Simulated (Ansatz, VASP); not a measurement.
## CuAu: VASP beside Ansatz

```xyz
2
Lattice="2.8000 0.0000 0.0000 0.0000 2.8000 0.0000 0.0000 0.0000 3.6700" Properties=species:S:1:pos:R:3 pbc="T T T"
Cu    1.4000    1.4000    1.8350
Au    0.0000    0.0000    0.0000
```

Alike in both runs: task electric field gradients; functional PBE; k mesh 12 × 12 × 9; occupations fermi-dirac, width 0.08 eV; no spin polarisation.

|  | VASP | Ansatz |
| --- | --- | --- |
| version | VASP 6.6.1 | Ansatz 0.2.0 |
| potentials or method | VASP PAW PBE potentials, release 64 (Cu, Au), cutoff 520 eV | all-electron PAW with datasets made for the crystal, scalar-relativistic |

|  | VASP | Ansatz | Ansatz less VASP |
| --- | --- | --- | --- |
| pressure (GPa) | 6.7 | 6.7 | 0.00 |
| traceless stress, the component that is largest in VASP (GPa) | -0.97 | -0.99 | -0.025 |
| size of Vzz on the site where it differs most (V/Å²) | 88.1 | 66.0 | -22.13 |

Ansatz ran all-electron here, and VASP with PAW potentials.

Neither program's run includes spin-orbit coupling.
